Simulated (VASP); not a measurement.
# La2O3 (A-type lanthanum oxide) (P-3m1) in VASP: further runs

The runs below take La2O3 (A-type lanthanum oxide) through single point, relaxation of the atoms, with PBE.

All numbers are computed with VASP 6.6.1; they aren't measurements. Logs are shortened: lines on timing, memory, paths and dates and some standing lists are left out, and cuts for length are marked.

### 1 The cell of the first run

It takes space group P-3m1 (No. 164, trigonal). The conventional cell has a = 3.938 Å, b = 3.938 Å, c = 6.136 Å, α = 90.00°, β = 90.00°, γ = 120.00°. Within 3.1 Å of La (site symmetry 3m) lie 7 O at 2.37 to 2.73 Å. O (site symmetry 3m) has 4 La at 2.37 to 2.45 Å and 3 O at 2.89 Å within 3.1 Å. O (site symmetry -3m) has 6 La at 2.73 Å and 6 O at 3.14 Å within 3.6 Å.

### 2 Single point, PBE

Input file INCAR:

```
PREC = Accurate ; ENCUT = 520
EDIFF = 1E-6 ; ISMEAR = 0
SIGMA = 0.01 ; LREAL = F
LASPH = T ; NELM = 100
ALGO = Normal ; ISIF = 2
LWAVE = F ; LCHARG = F
GGA = PE ; NBANDS = 28
```

Input file KPOINTS:

```
Automatic mesh
0
Gamma
  6 6 4
```

Input file POSCAR:

```
La2O3
1.0
    3.9380000000      0.0000000000      0.0000000000
   -1.9690000000      3.4104080401      0.0000000000
    0.0000000000      0.0000000000      6.1360000000
La O
2 3
Direct
    0.3333333333      0.6666666667      0.2465857524
    0.6666666667      0.3333333333      0.7534142476
    0.3333333333      0.6666666667      0.6459148686
    0.6666666667      0.3333333333      0.3540851314
    0.0000000000      0.0000000000      0.0000000000
```

Potentials or basis: VASP PAW PBE potentials, release 64 (La, O).

Run with:

```console
$ cat potpaw_PBE.64/La/POTCAR potpaw_PBE.64/O/POTCAR > POTCAR
$ mpirun -np 1 vasp_std > vasp.out
```

OUTCAR:

```text
PREC = Accurate
   ENCUT = 520
   EDIFF = 1E-6
   ISMEAR = 0
   LREAL = F
   LASPH = T
   NELM = 100
   ISIF = 2
   GGA = PE

 ion  position               nearest neighbor table
   1  0.333  0.667  0.247-   4 2.37   4 2.37   4 2.37   3 2.45   5 2.73   5 2.73   5 2.73
   2  0.667  0.333  0.753-   3 2.37   3 2.37   3 2.37   4 2.45   5 2.73   5 2.73   5 2.73
   3  0.333  0.667  0.646-   2 2.37   2 2.37   2 2.37   1 2.45
   4  0.667  0.333  0.354-   1 2.37   1 2.37   1 2.37   2 2.45
   5  0.000  0.000  0.000-   1 2.73   2 2.73   1 2.73   2 2.73   2 2.73   1 2.73

  LATTYP: Found a hexagonal cell.
 ALAT       =     3.9380000000
 C/A-ratio  =     1.5581513459

  Lattice vectors:

 A1 = (   3.9380000000,   0.0000000000,   0.0000000000)
 A2 = (  -1.9690000000,   3.4104080401,   0.0000000000)
 A3 = (   0.0000000000,   0.0000000000,   6.1360000000)

Analysis of symmetry for initial positions (statically):
=====================================================================
 Subroutine PRICEL returns:
 Original cell was already a primitive cell.

 Routine SETGRP: Setting up the symmetry group for a
 hexagonal supercell.

 Subroutine GETGRP returns: Found 12 space group operations
 (whereof 12 operations were pure point group operations)
 out of a pool of 24 trial point group operations.

The static configuration has the point symmetry D_3d.

Analysis of symmetry for dynamics (positions and initial velocities):
=====================================================================
 Subroutine PRICEL returns:
 Original cell was already a primitive cell.

 Routine SETGRP: Setting up the symmetry group for a
 hexagonal supercell.

 Subroutine GETGRP returns: Found 12 space group operations
 (whereof 12 operations were pure point group operations)
 out of a pool of 24 trial point group operations.

The dynamic configuration has the point symmetry D_3d.

 Subroutine INISYM returns: Found 12 space group operations
 (whereof 12 operations are pure point group operations),
 and found     1 'primitive' translations

----------------------------------------------------------------------------------------

                                     Primitive cell

  volume of cell :      82.4076

  direct lattice vectors                    reciprocal lattice vectors
     3.938000000  0.000000000  0.000000000     0.253936008  0.146610023  0.000000000
    -1.969000000  3.410408040  0.000000000     0.000000000  0.293220045  0.000000000
     0.000000000  0.000000000  6.136000000     0.000000000  0.000000000  0.162972621

  length of vectors
     3.938000000  3.938000000  6.136000000     0.293220045  0.293220045  0.162972621

  position of ions in fractional coordinates (direct lattice)
     0.333333333  0.666666667  0.246585752
     0.666666667  0.333333333  0.753414248
     0.333333333  0.666666667  0.645914869
     0.666666667  0.333333333  0.354085131
     0.000000000  0.000000000  0.000000000

  ion indices of the primitive-cell ions
   primitive index   ion index
                 1           1
                 2           2
                 3           3
                 4           4
                 5           5

----------------------------------------------------------------------------------------

 KPOINTS: Automatic mesh

Automatic generation of k-mesh.
 Grid dimensions read from file:
 generate k-points for:    6    6    4

 Generating k-lattice:

  Cartesian coordinates                     Fractional coordinates (reciprocal lattice)
     0.042322668  0.024435004  0.000000000     0.166666667  0.000000000  0.000000000
     0.000000000  0.048870008  0.000000000     0.000000000  0.166666667  0.000000000
     0.000000000  0.000000000  0.040743155     0.000000000  0.000000000  0.250000000

  Length of vectors
     0.048870008  0.048870008  0.040743155

  Shift w.r.t. Gamma in fractional coordinates (k-lattice)
     0.000000000  0.000000000  0.000000000

 Subroutine IBZKPT returns following result:
 ===========================================

 Found     24 irreducible k-points:

 Following reciprocal coordinates:
            Coordinates               Weight
  0.000000  0.000000  0.000000      1.000000
  0.166667  0.000000  0.000000      6.000000
  0.333333  0.000000  0.000000      6.000000
  0.500000  0.000000  0.000000      3.000000
  0.166667  0.166667  0.000000      6.000000
  0.333333  0.166667  0.000000     12.000000
[... 16 lines left out ...]
  0.333333  0.166667  0.500000     12.000000
  0.333333  0.333333  0.500000      2.000000
   k-points           NKPTS =     24   k-points in BZ     NKDIM =     24   number of bands    NBANDS=     28
   number of dos      NEDOS =    301   number of ions     NIONS =      5
   total plane-waves  NPLWV =  43200
   dimension x,y,z NGX =    30 NGY =   30 NGZ =   48
   dimension x,y,z NGXF=    60 NGYF=   60 NGZF=   96
   ions per type =               2   3
   NGX,Y,Z   is equivalent  to a cutoff of  12.66, 12.66, 13.00 a.u.
   NGXF,Y,Z  is equivalent  to a cutoff of  25.33, 25.33, 26.01 a.u.
 SYSTEM =  unknown system
   PREC   = accura    normal or accurate (medium, high low for compatibility)
   ISTART =      0    job   : 0-new  1-cont  2-samecut
   ICHARG =      2    charge: 1-file 2-atom 10-const
   ISPIN  =      1    spin polarized calculation?
   LNONCOLLINEAR =      F non collinear calculations
   LSORBIT =      F    spin-orbit coupling
   LASPH  =      T    aspherical Exc in radial PAW
   ENCUT  =  520.0 eV  38.22 Ry    6.18 a.u.   7.32  7.32 11.41*2*pi/ulx,y,z
   NELM   =    100;   NELMIN=  2; NELMDL= -5     # of ELM steps
   EDIFF  = 0.1E-05   stopping-criterion for ELM
   LREAL  =      F    real-space projection
   EDIFFG = 0.1E-04   stopping-criterion for IOM
   NSW    =      0    number of steps for IOM
   IBRION =     -1    ionic relax: 0-MD 1-quasi-New 2-CG
   NFREE  =      0    steps in history (QN), initial steepest desc. (CG)
   ISIF   =      2    stress and relaxation
   ISYM   =      2    0-nonsym 1-usesym 2-fastsym
   POTIM  = 0.5000    time-step for ionic-motion
   TEBEG  =    0.0;   TEEND  =   0.0 temperature during run
   PSTRESS=    0.0 pullay stress
   NELECT =      40.0000    total number of electrons
   NUPDOWN=      -1.0000    fix difference up-down
   EMIN   =  10.00;   EMAX   =-10.00  energy-range for DOS
   EFERMI =   0.00;   METHOD = LEGACY
   ISMEAR =     0;   SIGMA  =   0.01  broadening in eV -4-tet -1-fermi 0-gaus
   EFERMI_NEDOS =   21; number of points for ismear=-14 and -15
   IALGO  =     38    algorithm
   IMIX   =      4    mixing-type and parameters
     AMIX     =   0.40;   BMIX     =  1.00
     AMIX_MAG =   1.60;   BMIX_MAG =  1.00
  volume/ion in A,a.u.               =      16.48       111.22
  Fermi-wavevector in a.u.,A,eV,Ry     =   1.286587  2.431296 22.521793  1.655305
  Thomas-Fermi vector in A             =   2.418652
   LORBIT       =      0    0 simple, 1 ext, 2 COOP (PROOUT), +10 PAW based schemes
   GGA     = PE    functional components
   LHFCALC =     F    Hartree Fock is set to
   AEXX    =    0.0000 exact exchange contribution
   IVDW    =     0    specifies the selected vdW correction
   LEPSILON=     F    determine dielectric tensor
   LRPA    =     F    only Hartree local field effects (RPA)
 non-spin polarized calculation
 Gauss-broadening in eV      SIGMA  =   0.01
  energy-cutoff  :      520.00
  volume of cell :       82.41
 maximum number of plane-waves:      2255
 NGX is ok and might be reduce to    30
   NGX = 15   NGY = 15   NGZ = 23

 number of electron      39.9999991 magnetization

 Free energy of the ion-electron system (eV)
  ---------------------------------------------------
  ext. energy  EPLUGINS =         0.00000000
  ---------------------------------------------------
  free energy    TOTEN  =       -41.82271341 eV

  energy without entropy =      -41.82271341  energy(sigma->0) =      -41.82271341

 E-fermi :   5.9784     XC(G=0): -10.4345

 val. band max:        5.9052992921   @ k =   0.5000   0.0000   0.5000
 cond. band min:       9.7573867877   @ k =   0.5000   0.0000   0.0000
 fundamental gap:      3.8520874957
 Fermi energy:         5.9784095241

 k-point     1 :       0.0000    0.0000    0.0000
  band No.  band energies     occupation
      1     -23.9398      2.00000
      2     -23.7058      2.00000
      3     -11.0086      2.00000
      4      -9.7702      2.00000
      5      -9.3184      2.00000
      6      -7.4070      2.00000
[... 20 lines left out ...]
     27      11.2458      0.00000
     28      11.4380      0.00000

 k-point     2 :       0.1667    0.0000    0.0000
  band No.  band energies     occupation
      1     -23.8951      2.00000
      2     -23.6879      2.00000
      3     -11.0218      2.00000
      4     -10.2290      2.00000
      5      -9.6141      2.00000
      6      -7.5079      2.00000
[... 20 lines left out ...]
     27      11.3660      0.00000
     28      11.4419      0.00000

 k-point     3 :       0.3333    0.0000    0.0000
  band No.  band energies     occupation
      1     -23.7954      2.00000
      2     -23.6598      2.00000
      3     -11.2103      2.00000
      4     -10.9489      2.00000
      5      -9.6499      2.00000
      6      -7.6842      2.00000
[... 20 lines left out ...]
     27      11.3134      0.00000
     28      11.3375      0.00000

 k-point     4 :       0.5000    0.0000    0.0000
  band No.  band energies     occupation
      1     -23.7327      2.00000
      2     -23.6573      2.00000
      3     -11.3193      2.00000
      4     -11.2935      2.00000
      5      -9.4455      2.00000
      6      -8.0087      2.00000
[... 578 lines left out ...]
     27      11.2644      0.00000
     28      11.3750      0.00000

 k-point    23 :       0.3333    0.1667    0.5000
  band No.  band energies     occupation
      1     -23.7007      2.00000
      2     -23.6890      2.00000
      3     -11.4360      2.00000
      4     -11.2358      2.00000
      5      -9.5532      2.00000
      6      -7.7909      2.00000
[... 20 lines left out ...]
     27      11.2690      0.00000
     28      11.2862      0.00000

 k-point    24 :       0.3333    0.3333    0.5000
  band No.  band energies     occupation
      1     -23.6782      2.00000
      2     -23.6782      2.00000
      3     -11.3844      2.00000
      4     -11.3844      2.00000
      5      -9.8028      2.00000
      6      -7.9879      2.00000
[... 20 lines left out ...]
     27      11.2461      0.00000
     28      11.2954      0.00000

------------------------ aborting loop because EDIFF is reached ----------------------------------------

  FORCE on cell =-STRESS in cart. coord.  units (eV):
  Direction    XX          YY          ZZ          XY          YZ          ZX
  --------------------------------------------------------------------------------------
  -------------------------------------------------------------------------------------
  Total        0.2880777      0.2880777      0.4898898     -0.0000000      0.0000000      0.0000000
  in kB        5.6008358      5.6008358      9.5244870     -0.0000000      0.0000000      0.0000000
  external PRESSURE =       6.9087195 kB  Pullay stress =       0.0000000 kB

 VOLUME and BASIS-vectors are now :
 -----------------------------------------------------------------------------
  energy-cutoff  :      520.00
  volume of cell :       82.41
      direct lattice vectors                 reciprocal lattice vectors
     3.938000000  0.000000000  0.000000000     0.253936008  0.146610023  0.000000000
    -1.969000000  3.410408040  0.000000000     0.000000000  0.293220045  0.000000000
     0.000000000  0.000000000  6.136000000     0.000000000  0.000000000  0.162972621

 POSITION                                       TOTAL-FORCE (eV/Angst)
 -----------------------------------------------------------------------------------
     -0.00000      2.27361      1.51305         0.000000      0.000000      0.012080
      1.96900      1.13680      4.62295         0.000000     -0.000000     -0.012080
     -0.00000      2.27361      3.96333        -0.000000     -0.000000      0.003392
      1.96900      1.13680      2.17267        -0.000000      0.000000     -0.003392
      0.00000      0.00000      0.00000        -0.000000      0.000000      0.000000
 -----------------------------------------------------------------------------------
    total drift:                               -0.000000      0.000000     -0.000000

  FREE ENERGIE OF THE ION-ELECTRON SYSTEM (eV)
  ---------------------------------------------------
  free  energy   TOTEN  =       -41.8227134091 eV

  energy  without entropy=      -41.8227134091  energy(sigma->0) =      -41.82271341
```

It took 72 s on 1 thread of AMD EPYC 7R13 (Zen 3), shared host; peak memory 0.2 GiB.

What came out:

```yaml
Free_energy: -41.8227 eV
Pressure: 0.7 GPa
Largest_force: 0.012 eV/Å
Band_gap_on_the_k_mesh: 3.85 eV, indirect (least direct gap 3.98 eV)
```

Forces in eV/Å, atoms in the order of the input:
```
La   0.000  0.000  0.012
La   0.000  0.000 -0.012
O    0.000  0.000  0.003
O    0.000  0.000 -0.003
O    0.000  0.000  0.000
```

Caveat: spin-orbit coupling is left out, which moves the levels of the heavy elements.

### 3 Relaxation of the atoms, PBE

Input file INCAR:

```
SYSTEM = La2O3
PREC     = Accurate       ! precision mode
ENCUT    = 520            ! plane-wave cutoff, eV
EDIFF    = 1E-6           ! SCF threshold, eV
ISMEAR   = 0              ! smearing method
SIGMA    = 0.01           ! smearing width, eV
LREAL    = .FALSE.        ! projectors in reciprocal space
LASPH    = .TRUE.         ! aspherical terms in the spheres
NELM     = 60             ! most SCF steps
ALGO     = Normal         ! electronic algorithm
ISIF     = 2              ! what is computed and relaxed
LWAVE    = .FALSE.        ! write WAVECAR
LCHARG   = .FALSE.        ! write CHGCAR
GGA      = PE             ! functional
IBRION   = 2              ! ionic algorithm
NSW      = 80             ! ionic steps
EDIFFG   = -0.003         ! ionic threshold
```

Input file KPOINTS:

```
Automatic mesh
0
G
  6 6 4
  0 0 0
```

Input file POSCAR:

```
La2O3
1.0
    3.9380000000      0.0000000000      0.0000000000
   -1.9690000000      3.4104080401      0.0000000000
    0.0000000000      0.0000000000      6.1360000000
La O
2 3
Direct
    0.3333333333      0.6666666667      0.2454000000
    0.6666666667      0.3333333333      0.7546000000
    0.3333333333      0.6666666667      0.6471000000
    0.6666666667      0.3333333333      0.3529000000
    0.0000000000      0.0000000000      0.0000000000
```

Potentials or basis: VASP PAW PBE potentials, release 64 (La, O).

Run with:

```console
$ cat potpaw_PBE.64/La/POTCAR potpaw_PBE.64/O/POTCAR > POTCAR
$ mpirun -np 1 vasp_std > vasp.out
```

OUTCAR:

```text
SYSTEM = La2O3
   PREC = Accurate
   ENCUT = 520
   EDIFF = 1E-6
   ISMEAR = 0
   LREAL = .FALSE.
   LASPH = .TRUE.
   NELM = 60
   ISIF = 2
   GGA = PE
   IBRION = 2
   NSW = 80
   EDIFFG = -0.003

 ion  position               nearest neighbor table
   1  0.333  0.667  0.245-   4 2.37   4 2.37   4 2.37   3 2.46   5 2.73   5 2.73   5 2.73
   2  0.667  0.333  0.755-   3 2.37   3 2.37   3 2.37   4 2.46   5 2.73   5 2.73   5 2.73
   3  0.333  0.667  0.647-   2 2.37   2 2.37   2 2.37   1 2.46
   4  0.667  0.333  0.353-   1 2.37   1 2.37   1 2.37   2 2.46
   5  0.000  0.000  0.000-   1 2.73   2 2.73   1 2.73   2 2.73   2 2.73   1 2.73

  LATTYP: Found a hexagonal cell.
 ALAT       =     3.9380000000
 C/A-ratio  =     1.5581513459

  Lattice vectors:

 A1 = (   3.9380000000,   0.0000000000,   0.0000000000)
 A2 = (  -1.9690000000,   3.4104080401,   0.0000000000)
 A3 = (   0.0000000000,   0.0000000000,   6.1360000000)

Analysis of symmetry for initial positions (statically):
=====================================================================
 Subroutine PRICEL returns:
 Original cell was already a primitive cell.

 Routine SETGRP: Setting up the symmetry group for a
 hexagonal supercell.

 Subroutine GETGRP returns: Found 12 space group operations
[... 162 lines left out ...]
--------------------------------------- Ionic step        1  -------------------------------------------

 number of electron      39.9999989 magnetization

 Free energy of the ion-electron system (eV)
  ---------------------------------------------------
  ext. energy  EPLUGINS =         0.00000000
  ---------------------------------------------------
  free energy    TOTEN  =       -41.82154326 eV

  energy without entropy =      -41.82154326  energy(sigma->0) =      -41.82154326

------------------------ aborting loop because EDIFF is reached ----------------------------------------

  FORCE on cell =-STRESS in cart. coord.  units (eV):
  Direction    XX          YY          ZZ          XY          YZ          ZX
  --------------------------------------------------------------------------------------
  -------------------------------------------------------------------------------------
  Total        0.2252431      0.2252431      0.3346179      0.0000000      0.0000000      0.0000000
  in kB        4.3791985      4.3791985      6.5056748      0.0000000      0.0000000      0.0000000
  external PRESSURE =       5.0880240 kB  Pullay stress =       0.0000000 kB
[... 143 lines left out ...]
--------------------------------------- Ionic step        5  -------------------------------------------

 number of electron      39.9999991 magnetization

 Free energy of the ion-electron system (eV)
  ---------------------------------------------------
  ext. energy  EPLUGINS =         0.00000000
  ---------------------------------------------------
  free energy    TOTEN  =       -41.82272080 eV

  energy without entropy =      -41.82272080  energy(sigma->0) =      -41.82272080

 E-fermi :   6.0595     XC(G=0): -10.4345

 val. band max:        5.9072493922   @ k =   0.5000   0.0000   0.5000
 cond. band min:       9.7584613554   @ k =   0.5000   0.0000   0.0000
 fundamental gap:      3.8512119632
 Fermi energy:         6.0595094889

 k-point     1 :       0.0000    0.0000    0.0000
  band No.  band energies     occupation
      1     -23.9394      2.00000
      2     -23.7054      2.00000
      3     -11.0097      2.00000
      4      -9.7734      2.00000
      5      -9.3157      2.00000
      6      -7.4069      2.00000
[... 669 lines left out ...]
  FREE ENERGIE OF THE ION-ELECTRON SYSTEM (eV)
  ---------------------------------------------------
  free  energy   TOTEN  =       -41.8227207996 eV

  energy  without entropy=      -41.8227207996  energy(sigma->0) =      -41.82272080

 reached required accuracy - stopping structural energy minimisation
```

Wall time 3 min (1 thread of AMD EPYC 7R13 (Zen 3), shared host); peak memory 0.2 GiB.

What came out:

```
Free energy               : -41.8227 eV
Energy gained by relaxing : 0.2 meV/atom
Ionic steps               : 5
Pressure after relaxing   : 0.7 GPa
Band gap on the k mesh    : 3.85 eV, indirect (least direct gap 3.98 eV)
```

Stress tensor (GPa, compression positive):
```
0.57 0.00 0.00
0.00 0.57 0.00
0.00 0.00 0.96
```

Step by step:
```
step  energy change (eV)  largest force (eV/Å)  pressure (GPa)
   1              0.0000                0.1274            0.51
   2             -0.0009                0.0432            0.69
   3             -0.0009                0.0451            0.71
   4             -0.0011                0.0272            0.70
   5             -0.0012                0.0007            0.70
```

Final structure:
```xyz
5
Lattice="3.9380 0.0000 0.0000 -1.9690 3.4104 0.0000 0.0000 0.0000 6.1360" Properties=species:S:1:pos:R:3 pbc="T T T"
La    0.0000    2.2736    1.5135
La    1.9690    1.1368    4.6225
O     0.0000    2.2736    3.9635
O     1.9690    1.1368    2.1725
O     0.0000    0.0000    0.0000
```

Levels at points of the mesh, in eV from the valence-band top:
```csv
k point,band 17,band 18,band 19,band 20,band 21,band 22,band 23,band 24
"(0.00, 0.00, 0.00)",-1.64,-0.37,-0.37,-0.11,4.29,4.59,4.59,5.12
"(0.50, 0.00, 0.00)",-0.73,-0.66,-0.41,-0.29,3.85,4.69,5.13,5.17
"(0.00, 0.00, 0.50)",-1.00,-0.76,-0.27,-0.27,4.67,4.72,4.72,4.93
"(0.50, 0.00, 0.50)",-0.96,-0.69,-0.37,0.00,4.39,4.60,5.03,5.16
```

Caveat: spin-orbit coupling is left out, which moves the levels of the heavy elements. Expect the measured gap to be larger: semilocal functionals such as PBE lack the derivative discontinuity.
